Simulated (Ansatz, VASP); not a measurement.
**Two plane-wave programs on TiO2**

INCAR

```
SYSTEM = TiO2
ALGO = Normal
EDIFF = 1E-7
ENCUT = 520
GGA = PS
ISIF = 2
ISMEAR = 0
LASPH = .True.
LCHARG = .True.
LELF = .True.
LREAL = .False.
LVHAR = .True.
LWAVE = .False.
NBANDS = 33
NELM = 80
PREC = Accurate
SIGMA = 0.05
```

Contents of KPOINTS:

```
k-points
0
Gamma
  6 6 10
  0 0 0
```

File POSCAR:

```
TiO2
1.0
    4.5912476203      0.0000000000      0.0000000000
    0.0000000000      4.5912476203      0.0000000000
    0.0000000000      0.0000000000      2.9389940195
Ti O
2 4
Direct
    0.0000000000      0.0000000000      0.0765568077
    0.5000000000      0.5000000000      0.5000000000
    0.3044387440      0.3044387440      0.0000000000
    0.1955612560      0.8044387440      0.5000000000
    0.6955612560      0.6955612560      0.0000000000
    0.8044387440      0.1955612560      0.5000000000
```

Input for Ansatz:

```yaml
crystal:
  lattice:
    - [4.5912476203, 0.0, 0.0]
    - [0.0, 4.5912476203, 0.0]
    - [0.0, 0.0, 2.9389940195]
  atoms:
    - { symbol: Ti, position: [0.0, 0.0, 0.0765568077] }
    - { symbol: Ti, position: [0.5, 0.5, 0.5] }
    - { symbol: O, position: [0.304438744, 0.304438744, 0.0] }
    - { symbol: O, position: [0.195561256, 0.804438744, 0.5] }
    - { symbol: O, position: [0.695561256, 0.695561256, 0.0] }
    - { symbol: O, position: [0.804438744, 0.195561256, 0.5] }
basis:
  ecutwfc: 420
kpoints:
  mp_grid: { grid: [6, 6, 10] }
hamiltonian:
  xc: pbesol
scf:
  occupations: { method: gaussian, width: 0.05 }
output:
  forces: true
  stress: true
  eigenvalues: true
```

Alike in both runs: task single point; functional PBEsol; k mesh 6 × 6 × 10; occupations gaussian, width 0.05 eV; no spin polarisation.

```csv
,VASP,Ansatz
version,VASP 6.6.1,Ansatz 0.2.0
potentials or method,"VASP PAW PBE potentials, release 64 (Ti_sv, O), cutoff 520 eV","scalar-relativistic, plane waves, PAW"
valence electrons in the cell,48,48
```

```tsv
	VASP	Ansatz	Ansatz less VASP
gap on the k mesh at the Fermi level (eV)	2.07	2.09	+0.027
least direct gap on the mesh (eV)	2.18	2.21	+0.026
pressure (GPa)	4.6	3.9	-0.74
traceless stress, the component that is largest in VASP (GPa)	-3.81	-3.70	+0.104
rms of the force components (eV/Å)	0.504	0.468	-0.0361
```

VASP's potentials were made for PBE, not for PBEsol. Atom by atom the forces differ by 0.038 eV/Å (rms over components).
